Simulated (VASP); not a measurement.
Input of a VASP 6.6.1 run:

The input INCAR:

```
ALGO = Normal
EDIFF = 1E-6
ENCUT = 520
GGA = PE
ISIF = 2
ISMEAR = 0
LASPH = T
LCHARG = F
LREAL = Auto
LWAVE = F
NBANDS = 168
NELM = 60
PREC = Accurate
SIGMA = 0.1
```

The input KPOINTS:

```
k-points
0
Gamma
  4 4 4
```

File POSCAR:

```
Cu
1.0
    0.0000000000      5.4447042149     -5.4447042149
   -5.4447042149      0.0000000000     -5.4447042149
   -5.4447042149      5.4447042149      0.0000000000
Cu
27
Direct
    0.6666666667      0.6666666667      0.0000000000
    0.3333333333      0.6666666667      0.0000000000
    0.6666666667      0.3333333333      0.0000000000
    0.0000000000      0.6666666667      0.0000000000
    0.3333333333      0.3333333333      0.0000000000
    0.6666666667      0.0000000000      0.0000000000
    0.0000000000      0.3333333333      0.0000000000
    0.3333333333      0.0000000000      0.0000000000
    0.0000000000      0.0000000000      0.0000000000
    0.6666666667      0.6666666667      0.3333333333
    0.3333333333      0.6666666667      0.3333333333
    0.6666666667      0.3333333333      0.3333333333
    0.0000000000      0.6666666667      0.3333333333
    0.3333333333      0.3333333333      0.3333333333
    0.6666666667      0.0000000000      0.3333333333
    0.0000000000      0.3333333333      0.3333333333
    0.3333333333      0.0000000000      0.3333333333
    0.0000000000      0.0000000000      0.3333333333
    0.6666666667      0.6666666667      0.6666666667
    0.3333333333      0.6666666667      0.6666666667
    0.6666666667      0.3333333333      0.6666666667
    0.0000000000      0.6666666667      0.6666666667
    0.3333333333      0.3333333333      0.6666666667
    0.6666666667      0.0000000000      0.6666666667
    0.0000000000      0.3333333333      0.6666666667
    0.3333333333      0.0000000000      0.6666666667
    0.0000000000      0.0000000000      0.6666666667
```

Potentials or basis: VASP PAW PBE potentials, release 64 (Cu).

Launch:

```console
$ cat potpaw_PBE.64/Cu/POTCAR > POTCAR
$ mpirun -np 1 vasp_std > vasp.out
```

Q: What does it give for the pressure?

A: 0.4 GPa.

Q: What does it give for the band gap on the k mesh?

A: Zero (an odd number of electrons rules out a gap without spin polarisation).
